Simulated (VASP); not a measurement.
# TiSi2: single point with PBEsol

Crystal: TiSi2.

```
Ti Si
1.0
     1.74198   -6.43737    0.00000
     1.74198    6.43737    0.00000
     0.00000    0.00000    3.52228
Ti Si
2 4
Direct
  0.89751 0.10249 0.75000
  0.10249 0.89751 0.25000
  0.55998 0.44002 0.75000
  0.44002 0.55998 0.25000
  0.24972 0.75028 0.75000
  0.75028 0.24972 0.25000
```

```
Program             : VASP 6.6.1
Task                : single point
Functional          : PBEsol
Potentials or basis : VASP PAW PBE potentials, release 64 (Ti_sv, Si)
Cutoff              : 520 eV
k mesh              : 14 × 14 × 12
Occupations         : gaussian, width 0.15 eV
Spin                : no spin polarisation
```

```yaml
Pressure: 8.8 GPa
Largest_force: 0.425 eV/Å
Band_gap_on_the_k_mesh: zero (bands 20 and 21 overlap by 1.09 eV)
```

Forces on the atoms (eV/Å):
```
Ti   0.000 -0.425  0.000
Ti   0.000  0.425  0.000
Si   0.000 -0.352  0.000
Si   0.000  0.352  0.000
Si   0.000  0.037  0.000
Si   0.000 -0.037  0.000
```

Stress tensor (GPa, compression positive):
```
 6.40  0.00  0.00
 0.00 12.41  0.00
 0.00  0.00  7.67
```

Levels at points of the mesh, in eV from the Fermi level:
```
           k point  band 16  band 17  band 18  band 19  band 20  band 21  band 22  band 23  band 24  band 25
(0.00, 0.00, 0.00)    -2.70    -2.21    -2.18    -1.78     0.40     0.84     0.91     1.04     1.29     1.41
(0.50, 0.00, 0.00)    -2.54    -1.95    -1.26    -0.70    -0.66    -0.64     1.23     1.58     1.71     1.96
(0.50, 0.50, 0.00)    -2.87    -2.75    -2.06    -1.13     0.29     0.60     0.61     0.98     1.56     2.45
(0.00, 0.00, 0.50)    -2.60    -1.67    -1.67    -0.03    -0.03     1.28     1.28     1.56     1.56     1.70
(0.50, 0.00, 0.50)    -4.23    -3.12    -3.12    -2.60    -2.60     1.90     1.90     1.98     1.98     2.76
(0.50, 0.50, 0.50)    -3.42    -2.29    -2.29    -1.05    -1.05     0.64     0.64     1.74     1.74     2.73
```

Run time: 13 min on 1 thread of AMD EPYC 9R45 96-Core Processor (Zen 5), on a shared host, peak memory 0.77 GiB.

Caveat: the stress differs along the axes, from 6 to 12 GPa; the PAW data sets were made with another functional, which shifts forces and pressure a little.
